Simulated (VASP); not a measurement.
# Pt (Fd-3m) in VASP: a series of runs

The runs below take Pt through single point, with BLYP.

Everything below comes from runs of VASP 6.6.1. Logs are shortened: lines on timing, memory, paths and dates and some standing lists are left out, and cuts for length are marked.

### Step 1. The cell of the first run

It takes space group Fd-3m (No. 227, cubic). The conventional cell has a = 5.646 Å, b = 5.646 Å, c = 5.646 Å, α = 90.00°, β = 90.00°, γ = 90.00°. Within 3.2 Å of Pt (site symmetry -43m) lie 4 Pt at 2.44 Å.

### Step 2. Single point, BLYP (volume scaled by 0.88)

Input file INCAR:

```
SYSTEM = Pt
AGGAC = 1.0
AGGAX = 1.0
ALDAC = 0.0
ALDAX = 1.0
ALGO = Normal
EDIFF = 1E-6
ENCUT = 520
GGA = B5
ISIF = 2
ISMEAR = -1
LASPH = .TRUE.
LCHARG = .TRUE.
LELF = .TRUE.
LREAL = .FALSE.
LVHAR = .TRUE.
LWAVE = .FALSE.
NBANDS = 17
NELM = 80
PREC = Accurate
SIGMA = 0.1
```

Input file KPOINTS:

```
k-points
0
G
  10 10 10
  0 0 0
```

Input file POSCAR:

```
Pt
1.0
    0.0000000000      2.8231129303      2.8231129303
    2.8231129303      0.0000000000      2.8231129303
    2.8231129303      2.8231129303      0.0000000000
Pt
2
Direct
    0.1250000000      0.1250000000      0.1250000000
    0.8750000000      0.8750000000      0.8750000000
```

Potentials or basis: VASP PAW PBE potentials, release 64 (Pt).

Launch:

```
$ cat potpaw_PBE.64/Pt/POTCAR > POTCAR
$ mpirun -np 1 vasp_std > vasp.out
```

OUTCAR:

```text
SYSTEM = Pt
   EDIFF = 1E-6
   ENCUT = 520
   GGA = B5
   ISIF = 2
   ISMEAR = -1
   LASPH = .TRUE.
   LREAL = .FALSE.
   NELM = 80
   PREC = Accurate

 ion  position               nearest neighbor table
   1  0.125  0.125  0.125-   2 2.44   2 2.44   2 2.44   2 2.44
   2  0.875  0.875  0.875-   1 2.44   1 2.44   1 2.44   1 2.44

  LATTYP: Found a face centered cubic cell.
 ALAT       =     5.6462258606

  Lattice vectors:

 A1 = (   0.0000000000,   2.8231129303,   2.8231129303)
 A2 = (   2.8231129303,   0.0000000000,   2.8231129303)
 A3 = (   2.8231129303,   2.8231129303,   0.0000000000)

Analysis of symmetry for initial positions (statically):
=====================================================================
 Subroutine PRICEL returns:
 Original cell was already a primitive cell.

 Routine SETGRP: Setting up the symmetry group for a
 face centered cubic supercell.

 Subroutine GETGRP returns: Found 48 space group operations
 (whereof 12 operations were pure point group operations)
 out of a pool of 48 trial point group operations.

The static configuration has the point symmetry D_3d.
 The point group associated with its full space group is O_h .

Analysis of symmetry for dynamics (positions and initial velocities):
=====================================================================
 Subroutine PRICEL returns:
 Original cell was already a primitive cell.

 Routine SETGRP: Setting up the symmetry group for a
 face centered cubic supercell.

 Subroutine GETGRP returns: Found 48 space group operations
 (whereof 12 operations were pure point group operations)
 out of a pool of 48 trial point group operations.

The dynamic configuration has the point symmetry D_3d.
 The point group associated with its full space group is O_h .

 Subroutine INISYM returns: Found 48 space group operations
 (whereof 12 operations are pure point group operations),
 and found     1 'primitive' translations

----------------------------------------------------------------------------------------

                                     Primitive cell

  volume of cell :      45.0002

  direct lattice vectors                    reciprocal lattice vectors
     0.000000000  2.823112930  2.823112930    -0.177109458  0.177109458  0.177109458
     2.823112930  0.000000000  2.823112930     0.177109458 -0.177109458  0.177109458
     2.823112930  2.823112930  0.000000000     0.177109458  0.177109458 -0.177109458

  length of vectors
     3.992484594  3.992484594  3.992484594     0.306762579  0.306762579  0.306762579

  position of ions in fractional coordinates (direct lattice)
     0.125000000  0.125000000  0.125000000
     0.875000000  0.875000000  0.875000000

  ion indices of the primitive-cell ions
   primitive index   ion index
                 1           1
                 2           2

----------------------------------------------------------------------------------------

 KPOINTS: k-points

Automatic generation of k-mesh.
 Grid dimensions read from file:
 generate k-points for:   10   10   10

 Generating k-lattice:

  Cartesian coordinates                     Fractional coordinates (reciprocal lattice)
    -0.017710946  0.017710946  0.017710946     0.100000000  0.000000000  0.000000000
     0.017710946 -0.017710946  0.017710946     0.000000000  0.100000000  0.000000000
     0.017710946  0.017710946 -0.017710946     0.000000000  0.000000000  0.100000000

  Length of vectors
     0.030676258  0.030676258  0.030676258

  Shift w.r.t. Gamma in fractional coordinates (k-lattice)
     0.000000000  0.000000000  0.000000000

 Subroutine IBZKPT returns following result:
 ===========================================

 Found     47 irreducible k-points:

 Following reciprocal coordinates:
            Coordinates               Weight
  0.000000  0.000000  0.000000      1.000000
  0.100000  0.000000  0.000000      8.000000
  0.200000  0.000000  0.000000      8.000000
  0.300000  0.000000  0.000000      8.000000
  0.400000  0.000000  0.000000      8.000000
  0.500000  0.000000  0.000000      4.000000
[... 16 lines left out ...]
  0.300000  0.300000  0.000000      6.000000
  0.400000  0.300000  0.000000     24.000000
 [... further k-points ...]
   k-points           NKPTS =     47   k-points in BZ     NKDIM =     47   number of bands    NBANDS=     17
   number of dos      NEDOS =    301   number of ions     NIONS =      2
   total plane-waves  NPLWV =  27000
   dimension x,y,z NGX =    30 NGY =   30 NGZ =   30
   dimension x,y,z NGXF=    60 NGYF=   60 NGZF=   60
   ions per type =               2
   NGX,Y,Z   is equivalent  to a cutoff of  12.49, 12.49, 12.49 a.u.
   NGXF,Y,Z  is equivalent  to a cutoff of  24.98, 24.98, 24.98 a.u.
 SYSTEM =  Pt
   PREC   = accura    normal or accurate (medium, high low for compatibility)
   ISTART =      0    job   : 0-new  1-cont  2-samecut
   ICHARG =      2    charge: 1-file 2-atom 10-const
   ISPIN  =      1    spin polarized calculation?
   LNONCOLLINEAR =      F non collinear calculations
   LSORBIT =      F    spin-orbit coupling
   LASPH  =      T    aspherical Exc in radial PAW
   ENCUT  =  520.0 eV  38.22 Ry    6.18 a.u.   7.42  7.42  7.42*2*pi/ulx,y,z
   NELM   =     80;   NELMIN=  2; NELMDL= -5     # of ELM steps
   EDIFF  = 0.1E-05   stopping-criterion for ELM
   LREAL  =      F    real-space projection
   EDIFFG = 0.1E-04   stopping-criterion for IOM
   NSW    =      0    number of steps for IOM
   IBRION =     -1    ionic relax: 0-MD 1-quasi-New 2-CG
   NFREE  =      0    steps in history (QN), initial steepest desc. (CG)
   ISIF   =      2    stress and relaxation
   ISYM   =      2    0-nonsym 1-usesym 2-fastsym
   POTIM  = 0.5000    time-step for ionic-motion
   TEBEG  =    0.0;   TEEND  =   0.0 temperature during run
   PSTRESS=    0.0 pullay stress
   NELECT =      20.0000    total number of electrons
   NUPDOWN=      -1.0000    fix difference up-down
   EMIN   =  10.00;   EMAX   =-10.00  energy-range for DOS
   EFERMI =   0.00;   METHOD = LEGACY
   ISMEAR =    -1;   SIGMA  =   0.10  broadening in eV -4-tet -1-fermi 0-gaus
   EFERMI_NEDOS =   21; number of points for ismear=-14 and -15
   IALGO  =     38    algorithm
   IMIX   =      4    mixing-type and parameters
     AMIX     =   0.40;   BMIX     =  1.00
     AMIX_MAG =   1.60;   BMIX_MAG =  1.00
  volume/ion in A,a.u.               =      22.50       151.84
  Fermi-wavevector in a.u.,A,eV,Ry     =   1.249338  2.360906 21.236588  1.560845
  Thomas-Fermi vector in A             =   2.383383
   LORBIT       =      0    0 simple, 1 ext, 2 COOP (PROOUT), +10 PAW based schemes
   GGA     = B5    functional components
   LHFCALC =     F    Hartree Fock is set to
   AEXX    =    0.0000 exact exchange contribution
   IVDW    =     0    specifies the selected vdW correction
   LEPSILON=     F    determine dielectric tensor
   LRPA    =     F    only Hartree local field effects (RPA)
 non-spin polarized calculation
  energy-cutoff  :      520.00
  volume of cell :       45.00
 maximum number of plane-waves:      1243
 NGX is ok and might be reduce to    30
   NGX = 15   NGY = 15   NGZ = 15

 number of electron      19.9999997 magnetization

 Free energy of the ion-electron system (eV)
  ---------------------------------------------------
  ext. energy  EPLUGINS =         0.00000000
  ---------------------------------------------------
  free energy    TOTEN  =        -8.49452106 eV

  energy without entropy =       -8.35374580  energy(sigma->0) =       -8.42413343

 E-fermi :   6.4492     XC(G=0): -10.1782

 val. band max:        6.4184136360   @ k =  -0.4000   0.3000   0.0000
 cond. band min:       6.4597969574   @ k =  -0.3000   0.1000   0.0000
 fundamental gap:      0.0413833213
 Fermi energy:         6.4492182631

 k-point     1 :       0.0000    0.0000    0.0000
  band No.  band energies     occupation
      1      -0.9923      2.00000
      2       1.5277      2.00000
      3       1.5277      2.00000
      4       1.7673      2.00000
      5       1.7673      2.00000
      6       1.7673      2.00000
[... 9 lines left out ...]
     16      18.6077      0.00000
     17      19.4855      0.00000

 k-point     2 :       0.1000    0.0000    0.0000
  band No.  band energies     occupation
      1      -0.8357      2.00000
      2       1.4084      2.00000
      3       1.4084      2.00000
      4       1.7511      2.00000
      5       1.9392      2.00000
      6       1.9392      2.00000
[... 9 lines left out ...]
     16      18.4606      0.00000
     17      19.8000      0.00000

 k-point     3 :       0.2000    0.0000    0.0000
  band No.  band energies     occupation
      1      -0.4004      2.00000
      2       1.3153      2.00000
      3       1.3153      2.00000
      4       1.7110      2.00000
      5       2.1382      2.00000
      6       2.1382      2.00000
[... 9 lines left out ...]
     16      19.1200      0.00000
     17      19.9395      0.00000

 k-point     4 :       0.3000    0.0000    0.0000
  band No.  band energies     occupation
      1       0.1886      2.00000
      2       1.3358      2.00000
      3       1.3358      2.00000
      4       1.6596      2.00000
      5       2.1689      2.00000
      6       2.1689      2.00000
[... 9 lines left out ...]
     16      18.9075      0.00000
     17      20.0967      0.00000
[... 343 lines left out ...]
      1       0.4123      2.00000
      2       1.0924      2.00000
      3       1.4464      2.00000
      4       1.6734      2.00000
      5       1.9520      2.00000
      6       2.7101      2.00000
[... 9 lines left out ...]
     16      19.4561      0.00000
     17      19.8440      0.00000

 k-point    23 :       0.3000    0.3000    0.0000
  band No.  band energies     occupation
      1       0.7353      2.00000
      2       0.7965      2.00000
      3       1.6668      2.00000
      4       1.6668      2.00000
      5       2.3924      2.00000
      6       2.4927      2.00000
[... 9 lines left out ...]
     16      16.7133      0.00000
     17      22.5639      0.00000

 k-point    24 :       0.4000    0.3000    0.0000
  band No.  band energies     occupation
      1       0.8114      2.00000
      2       1.2087      2.00000
      3       1.5174      2.00000
      4       1.6222      2.00000
      5       2.4342      2.00000
      6       2.6411      2.00000
[... 9 lines left out ...]
     16      17.2395      0.00000
     17      22.9802      0.00000

 [... further k-points ...]
[... 5 lines left out ...]
  --------------------------------------------------------------------------------------
  -------------------------------------------------------------------------------------
  Total        4.9572842      4.9572842      4.9572842     -0.0000000     -0.0000000      0.0000000
  in kB      176.4979423    176.4979423    176.4979423     -0.0000000     -0.0000000      0.0000000
  external PRESSURE =     176.4979423 kB  Pullay stress =       0.0000000 kB

 VOLUME and BASIS-vectors are now :
 -----------------------------------------------------------------------------
  energy-cutoff  :      520.00
  volume of cell :       45.00
      direct lattice vectors                 reciprocal lattice vectors
     0.000000000  2.823112930  2.823112930    -0.177109458  0.177109458  0.177109458
     2.823112930  0.000000000  2.823112930     0.177109458 -0.177109458  0.177109458
     2.823112930  2.823112930  0.000000000     0.177109458  0.177109458 -0.177109458

 POSITION                                       TOTAL-FORCE (eV/Angst)
 -----------------------------------------------------------------------------------
      0.70578      0.70578      0.70578        -0.000000      0.000000      0.000000
      4.94045      4.94045      4.94045         0.000000     -0.000000     -0.000000
 -----------------------------------------------------------------------------------
    total drift:                               -0.000000      0.000000      0.000000

  FREE ENERGIE OF THE ION-ELECTRON SYSTEM (eV)
  ---------------------------------------------------
  free  energy   TOTEN  =        -8.4945210611 eV

  energy  without entropy=       -8.3537458012  energy(sigma->0) =       -8.42413343
```

It took 24 s on 1 thread of Intel Xeon 6975P-C (Granite Rapids), shared host; peak memory 0.18 GiB.

What came out:

| Item | Value |
| --- | --- |
| Free energy | -8.4945 eV |
| Pressure | 17.6 GPa |
| Band gap on the k mesh | zero (band 10 reaches 6.63 eV, above the bottom of band 11 at 6.00 eV) |

Caveat: the PAW data sets were made with another functional, which shifts forces and pressure a little; spin-orbit coupling is left out, which moves the levels of the heavy elements.

### Step 3. Single point, BLYP (volume scaled by 0.96)

Input file INCAR:

```
SYSTEM = Pt
PREC = Accurate
ENCUT = 520
EDIFF = 1E-6
ISMEAR = -1
SIGMA = 0.1
LREAL = .False.
LASPH = .True.
NELM = 60
ALGO = Normal
ISIF = 2
LWAVE = .False.
LCHARG = .False.
GGA = B5
ALDAX = 1.0
AGGAX = 1.0
AGGAC = 1.0
ALDAC = 0.0
NBANDS = 17
```

Input file KPOINTS:

```
regular mesh
0
Gamma
  10 10 10
  0 0 0
```

Input file POSCAR:

```
Pt
1.0
    0.0000000000      2.9061929047      2.9061929047
    2.9061929047      0.0000000000      2.9061929047
    2.9061929047      2.9061929047      0.0000000000
Pt
2
Direct
    0.1250000000      0.1250000000      0.1250000000
    0.8750000000      0.8750000000      0.8750000000
```

Potentials or basis: VASP PAW PBE potentials, release 64 (Pt).

Launch:

```
$ cat potpaw_PBE.64/Pt/POTCAR > POTCAR
$ mpirun -np 1 vasp_std > vasp.out
```

Run time: 19 s. Hardware: 1 thread of Intel Xeon 6975P-C (Granite Rapids), shared host; peak memory 0.19 GiB.

It converged, with:

| Item | Value |
| --- | --- |
| Free energy | -8.7687 eV |
| Pressure | 4.8 GPa |
| Band gap on the k mesh | zero (band 10 reaches 5.47 eV, above the bottom of band 11 at 4.90 eV) |

Levels at points of the mesh, in eV from the Fermi level:
| k point | band 7 | band 8 | band 9 | band 10 | band 11 | band 12 | band 13 | band 14 |
| --- | --- | --- | --- | --- | --- | --- | --- | --- |
| (0.00, 0.00, 0.00) | -1.79 | -1.79 | -1.79 | -0.09 | -0.09 | 10.37 | 10.85 | 11.43 |
| (0.50, 0.00, 0.00) | -1.31 | -1.31 | -1.10 | -0.40 | -0.40 | 0.71 | 7.88 | 7.88 |
| (0.50, 0.50, 0.00) | -2.37 | -2.37 | -0.16 | -0.16 | 1.28 | 1.28 | 3.98 | 3.98 |

Caveat: the PAW data sets were made with another functional, which shifts forces and pressure a little; spin-orbit coupling is left out, which moves the levels of the heavy elements.
